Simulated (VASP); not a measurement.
MgO, 2 atoms in the cell. Symmetry: Fm-3m, No. 225, cubic system. The conventional cell has a = 4.194 Å, b = 4.194 Å, c = 4.194 Å, α = 90.00°, β = 90.00°, γ = 90.00°. Within 2.8 Å of Mg (site symmetry m-3m) lie 6 O at 2.10 Å. O (site symmetry m-3m) has 6 Mg at 2.10 Å within 2.8 Å. 

* Program: VASP 6.6.1
* Task: single point
* Functional: r2SCAN-based global hybrid with 35 % exact exchange
* Potentials or basis: VASP PAW PBE potentials, release 64 (Mg, O)
* Cutoff: 520 eV
* k mesh: 6 × 6 × 6
* Occupations: fermi-dirac, width 0.05 eV
* Spin: no spin polarisation
* Dipole correction: no
* Grid for exact exchange (PRECFOCK): Normal
* Share of exact exchange: 0.35
* Further INCAR settings: ALGO = Normal; EDIFF = 1e-06; NBANDS = 11

Potentials or basis: VASP PAW PBE potentials, release 64 (Mg, O).

Run with:

```sh
$ cat potpaw_PBE.64/Mg/POTCAR potpaw_PBE.64/O/POTCAR > POTCAR
$ cp INCAR.step1 INCAR
$ mpirun -np 1 vasp_std > vasp.out
$ cp INCAR.step2 INCAR
$ mpirun -np 1 vasp_std > vasp.out
```

Hardware: 1 thread of Intel(R) Xeon(R) Platinum 8559C (Emerald Rapids) (shared host).

Problem. Estimate the wall time of this run.

Solution. Run time: 5.3 min on 1 thread of Intel(R) Xeon(R) Platinum 8559C (Emerald Rapids), with other jobs on the host, peak memory 0.15 GiB. Counts: k points 16.
